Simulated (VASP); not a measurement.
# Ga: single point with LDA

Ga:

```xyz
4
Lattice="3.7849 -2.3071 0.0000 3.7849 2.3071 0.0000 0.0000 0.0000 4.4505" Properties=species:S:1:pos:R:3 pbc="T T T"
Ga    5.0141   -1.5131    1.1126
Ga    5.0141    1.5131    3.3379
Ga    2.5557    1.5131    3.3379
Ga    2.5557   -1.5131    1.1126
```

```json
{"Program": "VASP 6.6.1", "Task": "single point", "Functional": "LDA", "Potentials or basis": "VASP PAW LDA potentials, release 64 (Ga_d)", "Cutoff": "520 eV", "k mesh": "6 × 6 × 5", "Occupations": "fermi-dirac, width 0.05 eV", "Spin": "no spin polarisation"}
```

* Pressure: -0.9 GPa
* Largest force: 0.028 eV/Å
* Band gap on the k mesh: zero (bands 26 and 27 overlap by 0.67 eV)

Forces in eV/Å, atoms in the order of the input:
```
Ga   0.026  0.011  0.000
Ga   0.026 -0.011  0.000
Ga  -0.026 -0.011  0.000
Ga  -0.026  0.011  0.000
```

Stress tensor (GPa, compression positive):
```
-0.69  0.00  0.00
 0.00 -1.72  0.00
 0.00  0.00 -0.30
```

Levels at points of the mesh, in eV from the Fermi level:
| k point | band 23 | band 24 | band 25 | band 26 | band 27 | band 28 | band 29 | band 30 |
| --- | --- | --- | --- | --- | --- | --- | --- | --- |
| (0.00, 0.00, 0.00) | -3.40 | -2.59 | -2.37 | -1.16 | 0.91 | 0.97 | 2.35 | 4.62 |
| (0.50, 0.00, 0.00) | -3.38 | -3.19 | -1.38 | -0.37 | -0.34 | -0.11 | 3.67 | 4.23 |
| (0.50, 0.50, 0.00) | -4.56 | -3.02 | -1.84 | -1.70 | 0.38 | 1.18 | 3.27 | 3.73 |

Wall time 89 s on 1 thread of Intel(R) Xeon(R) Platinum 8259CL CPU @ 2.50GHz (Skylake/Cascade Lake) (shared host), peak memory 0.21 GiB.
